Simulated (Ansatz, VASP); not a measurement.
One calculation of Al2Cu, two programs

```
CELL_PARAMETERS angstrom
-3.03350 3.03350 2.36535
3.03350 -3.03350 2.36535
3.03350 3.03350 -2.36535
ATOMIC_POSITIONS crystal
Al 0.65719 0.15719 0.81438
Al 0.15719 0.34281 0.50000
Al 0.34281 0.84281 0.18562
Al 0.84281 0.65719 0.50000
Cu 0.25000 0.25000 0.00000
Cu 0.75000 0.75000 0.00000
```

Change from the starting cell: z stretched by -3 %, ions relaxed.

Alike in both runs: functional PBE; k mesh 12 × 12 × 12; occupations fermi-dirac, width 0.05 eV; no spin polarisation.

Ansatz relaxed the structure, and its values are those at the end. VASP's run is a single point on that final structure, the one shown.

|  | VASP | Ansatz |
| --- | --- | --- |
| version | VASP 6.6.1 | Ansatz 0.2.0 |
| potentials or method | VASP PAW PBE potentials, release 64 (Al, Cu) | plane-wave PAW, scalar-relativistic |
| plane-wave cutoff (eV) | 520 | 420 |
| valence electrons in the cell | 34 | 50 |

|  | VASP | Ansatz | Ansatz less VASP |
| --- | --- | --- | --- |
| pressure (GPa) | 3.1 | 2.9 | -0.19 |
| rms of the force components (eV/Å) | 0.006 | 0.004 | -0.0019 |

VASP's potentials hold 34 valence electrons a cell and Ansatz's 50, so a difference there can come from the potentials and not from the codes. Ansatz's warnings: stress scf threshold loose.
